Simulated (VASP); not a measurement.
# HgS in VASP: a series of runs

Runs on HgS. Level: PBE. Tasks: single point.

Everything below comes from runs of VASP 6.6.1. Logs are shortened: lines on timing, memory, paths and dates and some standing lists are left out, and cuts for length are marked.

### Step 1. The cell of the first run

The cell holds a slab with vacuum, 10 atoms: a = 4.237 Å, b = 5.991 Å, c = 23.473 Å, α = 90.00°, β = 90.00°, γ = 90.00°.

### Step 2. Single point, PBE

File INCAR:

```
PREC     = Accurate       # precision mode
ENCUT    = 400            # plane-wave cutoff, eV
EDIFF    = 1E-6           # SCF threshold, eV
ISMEAR   = 0              # smearing method
SIGMA    = 0.1            # smearing width, eV
LREAL    = F              # projectors in reciprocal space
LASPH    = T              # aspherical terms in the spheres
NELM     = 120            # most SCF steps
ALGO     = Normal         # electronic algorithm
ISIF     = 2              # what is computed and relaxed
LWAVE    = F              # write WAVECAR
LCHARG   = F              # write CHGCAR
LDIPOL   = T            
IDIPOL   = 3            
DIPOL    = 0.5 0.5 0.500
GGA      = PE             # functional
NBANDS   = 56             # bands
GGA_COMPAT= F            
NELMDL   = -8
```

File KPOINTS:

```
regular mesh
0
Gamma
  8 6 1
```

File POSCAR:

```
HgS
1.0
    4.2366241463      0.0000000000      0.0000000000
    0.0000000000      5.9914913264      0.0000000000
    0.0000000000      0.0000000000     23.4732482927
Hg S
5 5
Direct
    0.5000000000      0.4497976865      0.3401638885
    0.0000000000      0.0194695137      0.4044313126
    0.5000000000      0.5063127254      0.4999990918
    0.0000000000      0.0194792976      0.5955598020
    0.5000000000      0.4497917892      0.6598380279
    0.0000000000      0.2556503721      0.3133708722
    0.5000000000      0.7685059949      0.4111496466
    0.0000000000      0.2568465152      0.5000021799
    0.5000000000      0.7685048074      0.5888564555
    0.0000000000      0.2556412980      0.6866287230
```

Potentials or basis: VASP PAW PBE potentials, release 64 (Hg, S).

The run is started by

```console
> cat potpaw_PBE.64/Hg/POTCAR potpaw_PBE.64/S/POTCAR > POTCAR
> mpirun -np 1 vasp_std > vasp.out
```

OUTCAR:

```text
PREC = Accurate
   ENCUT = 400
   EDIFF = 1E-6
   ISMEAR = 0
   LREAL = F
   LASPH = T
   NELM = 120
   ISIF = 2
   GGA = PE
   NELMDL = -8

 ion  position               nearest neighbor table
   1  0.500  0.450  0.340-   6 2.50   6 2.50   7 2.53   2 3.66   2 3.66   3 3.77
   2  0.000  0.019  0.404-   6 2.56   7 2.60   7 2.60   8 2.66   1 3.66   1 3.66
   3  0.500  0.506  0.500-   8 2.59   8 2.59   7 2.61   9 2.61   1 3.77   5 3.77
   4  0.000  0.019  0.596-  10 2.56   9 2.60   9 2.60   8 2.66   5 3.66   5 3.66
   5  0.500  0.450  0.660-  10 2.50  10 2.50   9 2.53   4 3.66   4 3.66   3 3.77
   6  0.000  0.256  0.313-   1 2.50   1 2.50   2 2.56
   7  0.500  0.769  0.411-   1 2.53   2 2.60   2 2.60   3 2.61
   8  0.000  0.257  0.500-   3 2.59   3 2.59   4 2.66   2 2.66
   9  0.500  0.769  0.589-   5 2.53   4 2.60   4 2.60   3 2.61
  10  0.000  0.256  0.687-   5 2.50   5 2.50   4 2.56

  LATTYP: Found a simple orthorhombic cell.
 ALAT       =     4.2366241463
 B/A-ratio  =     1.4142135624
 C/A-ratio  =     5.5405548102

  Lattice vectors:

 A1 = (   4.2366241463,   0.0000000000,   0.0000000000)
 A2 = (   0.0000000000,   5.9914913264,   0.0000000000)
 A3 = (   0.0000000000,   0.0000000000,  23.4732482927)

Analysis of symmetry for initial positions (statically):
=====================================================================
 Subroutine PRICEL returns:
 Original cell was already a primitive cell.

 Routine SETGRP: Setting up the symmetry group for a
 simple orthorhombic supercell.

 Subroutine GETGRP returns: Found  2 space group operations
 (whereof  2 operations were pure point group operations)
 out of a pool of  8 trial point group operations.

The static configuration has the point symmetry C_1h.

Analysis of symmetry for dynamics (positions and initial velocities):
=====================================================================
 Subroutine PRICEL returns:
 Original cell was already a primitive cell.

 Routine SETGRP: Setting up the symmetry group for a
 simple orthorhombic supercell.

 Subroutine GETGRP returns: Found  2 space group operations
 (whereof  2 operations were pure point group operations)
 out of a pool of  8 trial point group operations.

The dynamic configuration has the point symmetry C_1h.

[... 119 lines left out ...]
   PSTRESS=    0.0 pullay stress
   NELECT =      90.0000    total number of electrons
   NUPDOWN=      -1.0000    fix difference up-down
   EMIN   =  10.00;   EMAX   =-10.00  energy-range for DOS
   EFERMI =   0.00;   METHOD = LEGACY
   ISMEAR =     0;   SIGMA  =   0.10  broadening in eV -4-tet -1-fermi 0-gaus
   EFERMI_NEDOS =   21; number of points for ismear=-14 and -15
   IALGO  =     38    algorithm
   IMIX   =      4    mixing-type and parameters
     AMIX     =   0.40;   BMIX     =  1.00
     AMIX_MAG =   1.60;   BMIX_MAG =  1.00
  volume/ion in A,a.u.               =      59.58       402.09
  Fermi-wavevector in a.u.,A,eV,Ry     =   0.871859  1.647575 10.342310  0.760138
  Thomas-Fermi vector in A             =   1.991027
   LORBIT       =      0    0 simple, 1 ext, 2 COOP (PROOUT), +10 PAW based schemes
   GGA     = PE    functional components
   LHFCALC =     F    Hartree Fock is set to
   AEXX    =    0.0000 exact exchange contribution
   IVDW    =     0    specifies the selected vdW correction
   LEPSILON=     F    determine dielectric tensor
   LRPA    =     F    only Hartree local field effects (RPA)
 non-spin polarized calculation
 Gauss-broadening in eV      SIGMA  =   0.10
  energy-cutoff  :      400.00
  volume of cell :      595.84
 maximum number of plane-waves:     10874
 NGX is ok and might be reduce to    28
   NGX = 13   NGY = 19   NGZ = 77

 number of electron      90.0000023 magnetization

 dipolmoment           0.000000      0.000000      0.000106 electrons x Angstroem

 Free energy of the ion-electron system (eV)
  ---------------------------------------------------
  ext. energy  EPLUGINS =         0.00000000
  ---------------------------------------------------
  free energy    TOTEN  =       -22.22842869 eV

  energy without entropy =      -22.22842665  energy(sigma->0) =      -22.22842767

 E-fermi :  -2.1519     XC(G=0):  -4.5017

 val. band max:       -2.4174113875   @ k =   0.0000   0.0000   0.0000
 cond. band min:      -1.8864529932   @ k =   0.0000   0.0000   0.0000
 fundamental gap:      0.5309583943
 Fermi energy:        -2.1519313224

 k-point     1 :       0.0000    0.0000    0.0000
  band No.  band energies     occupation
      1     -15.1041      2.00000
      2     -14.9546      2.00000
      3     -14.6136      2.00000
      4     -14.5474      2.00000
      5     -14.4896      2.00000
      6      -9.3103      2.00000
[... 1169 lines left out ...]
     55       3.8192      0.00000
     56       4.0457      0.00000

------------------------ aborting loop because EDIFF is reached ----------------------------------------

 vacuum level on the upper side and lower side of the slab       (xc-potential included)        -0.005        -0.006

  FORCE on cell =-STRESS in cart. coord.  units (eV):
  Direction    XX          YY          ZZ          XY          YZ          ZX
  --------------------------------------------------------------------------------------
  -------------------------------------------------------------------------------------
  Total       -0.1802213      0.2685099      0.2547114      0.0000000     -0.0021065      0.0000000
  in kB       -0.4846059      0.7220093      0.6849059      0.0000000     -0.0056642      0.0000000
  external PRESSURE =       0.3074364 kB  Pullay stress =       0.0000000 kB

 VOLUME and BASIS-vectors are now :
 -----------------------------------------------------------------------------
  energy-cutoff  :      400.00
  volume of cell :      595.84
      direct lattice vectors                 reciprocal lattice vectors
     4.236624146  0.000000000  0.000000000     0.236036987  0.000000000  0.000000000
     0.000000000  5.991491326  0.000000000     0.000000000  0.166903354  0.000000000
     0.000000000  0.000000000 23.473248293     0.000000000  0.000000000  0.042601688

 POSITION                                       TOTAL-FORCE (eV/Angst)
 -----------------------------------------------------------------------------------
      2.11831      2.69496      7.98475         0.000000      0.023904      0.005685
      0.00000      0.11665      9.49332         0.000000      0.004552      0.003632
      2.11831      3.03357     11.73660         0.000000     -0.015597      0.000611
      0.00000      0.11671     13.97972         0.000000      0.004327     -0.002709
      2.11831      2.69492     15.48854         0.000000      0.023656     -0.005441
      0.00000      1.53173      7.35583         0.000000     -0.025562     -0.046806
      2.11831      4.60450      9.65102         0.000000      0.007714     -0.005178
      0.00000      1.53889     11.73668         0.000000     -0.004939     -0.000722
      2.11831      4.60449     13.82237         0.000000      0.007610      0.004381
      0.00000      1.53167     16.11741         0.000000     -0.025665      0.046546
 -----------------------------------------------------------------------------------
    total drift:                                0.000000     -0.000098      0.000001

  FREE ENERGIE OF THE ION-ELECTRON SYSTEM (eV)
  ---------------------------------------------------
  free  energy   TOTEN  =       -22.2284286910 eV

  energy  without entropy=      -22.2284266476  energy(sigma->0) =      -22.22842767

 vacuum level on the upper side and lower side of the slab         3.162         3.162
```

OSZICAR:

```text
N       E                     dE             d eps       ncg     rms          rms(c)
DAV:   1     0.631408583373E+03    0.63141E+03   -0.32012E+04  2240   0.106E+03
DAV:   2     0.366525052758E+02   -0.59476E+03   -0.57322E+03  2752   0.275E+02
DAV:   3    -0.229822930532E+02   -0.59635E+02   -0.58908E+02  2616   0.826E+01
[... 16 lines left out ...]
DAV:  20    -0.222284146679E+02   -0.26839E-04   -0.47299E-06  2040   0.470E-03    0.216E-03
DAV:  21    -0.222284238111E+02   -0.91432E-05   -0.17283E-06  1976   0.321E-03    0.103E-03
DAV:  22    -0.222284270916E+02   -0.32806E-05   -0.40571E-07  1912   0.127E-03    0.670E-04
DAV:  23    -0.222284284536E+02   -0.13619E-05   -0.28401E-07  1920   0.890E-04    0.371E-04
DAV:  24    -0.222284286910E+02   -0.23745E-06   -0.39304E-08  1616   0.431E-04
   1 F= -.22228429E+02 E0= -.22228428E+02  d E =-.204349E-05
```

stdout:

```text
POSCAR found type information on POSCAR HgS
 POSCAR found :  2 types and      10 ions
 scaLAPACK will be used
 LDA part: xc-table for (Slater+PW92), standard interpolation
 POSCAR, INCAR and KPOINTS ok, starting setup
 FFT: planning ... GRIDC
 FFT: planning ... GRID_SOFT
 FFT: planning ... GRID
 WAVECAR not read
 entering main loop
```

Wall time 24 min (1 thread of Intel Xeon 8259CL, shared host); peak memory 0.6 GiB.

Results:

```
Free energy            : -22.2284 eV
Largest force          : 0.053 eV/Å
Band gap on the k mesh : 0.53 eV
```

Forces on the atoms (eV/Å):
```
Hg   0.000  0.024  0.006
Hg   0.000  0.005  0.004
Hg   0.000 -0.016  0.001
Hg   0.000  0.004 -0.003
Hg   0.000  0.024 -0.005
S    0.000 -0.026 -0.047
S    0.000  0.008 -0.005
S    0.000 -0.005 -0.001
S    0.000  0.008  0.004
S    0.000 -0.026  0.047
```

Levels at points of the mesh, in eV from the valence-band top:
| k point | band 43 | band 44 | band 45 | band 46 | band 47 | band 48 |
| --- | --- | --- | --- | --- | --- | --- |
| (0.00, 0.00, 0.00) | -0.33 | -0.19 | 0.00 | 0.53 | 1.47 | 2.23 |
| (0.50, 0.00, 0.00) | -1.37 | -1.25 | -0.94 | 2.70 | 2.82 | 2.85 |
| (0.00, 0.50, 0.00) | -0.76 | -0.73 | -0.67 | 1.69 | 1.71 | 1.95 |
| (0.50, 0.50, 0.00) | -1.24 | -0.87 | -0.82 | 1.96 | 2.24 | 2.83 |

Caveat: spin-orbit coupling is left out, which moves the levels of the heavy elements.

### Step 3. Single point, PBE

File INCAR:

```
SYSTEM = HgS
PREC = Accurate
ENCUT = 400
EDIFF = 1E-6
ISMEAR = 0
SIGMA = 0.1
LREAL = .False.
LASPH = .True.
NELM = 120
ALGO = Normal
ISIF = 2
LWAVE = .False.
LCHARG = .True.
LDIPOL = .True.
IDIPOL = 3
DIPOL = 0.5 0.5 0.500
GGA = PE
LELF = .True.
LVHAR = .True.
LVACPOTAV = .True.
NBANDS = 56
GGA_COMPAT = .False.
NELMDL = -8
```

File KPOINTS:

```
Automatic mesh
0
Gamma
  8 6 1
  0 0 0
```

POSCAR is that of step 2.

Potentials or basis: VASP PAW PBE potentials, release 64 (Hg, S).

The run is started by

```console
> cat potpaw_PBE.64/Hg/POTCAR potpaw_PBE.64/S/POTCAR > POTCAR
> mpirun -np 1 vasp_std > vasp.out
```

It took 14 min on 1 thread of Intel Xeon Platinum 8259CL at 2.50GHz (Skylake/Cascade Lake), shared host; peak memory 0.59 GiB.

It converged, with:

```yaml
Free_energy: -22.2284 eV
Largest_force: 0.053 eV/Å
Band_gap_on_the_k_mesh: 0.53 eV
```

Forces in eV/Å, atoms in the order of the input:
```
Hg   0.000  0.024  0.006
Hg   0.000  0.005  0.004
Hg   0.000 -0.016  0.001
Hg   0.000  0.004 -0.003
Hg   0.000  0.024 -0.005
S    0.000 -0.026 -0.047
S    0.000  0.008 -0.005
S    0.000 -0.005 -0.001
S    0.000  0.008  0.004
S    0.000 -0.026  0.047
```

Levels at points of the mesh, in eV from the valence-band top:
```tsv
k point	band 41	band 42	band 43	band 44	band 45	band 46	band 47	band 48	band 49	band 50
(0.00, 0.00, 0.00)	-0.78	-0.34	-0.33	-0.19	0.00	0.53	1.47	2.23	2.85	3.10
(0.50, 0.00, 0.00)	-1.68	-1.63	-1.37	-1.25	-0.94	2.70	2.82	2.85	3.03	3.11
(0.00, 0.50, 0.00)	-0.79	-0.79	-0.76	-0.73	-0.67	1.69	1.71	1.95	2.16	2.21
(0.50, 0.50, 0.00)	-1.43	-1.35	-1.24	-0.87	-0.82	1.96	2.24	2.83	3.26	3.37
```

Caveat: spin-orbit coupling is left out, which moves the levels of the heavy elements.
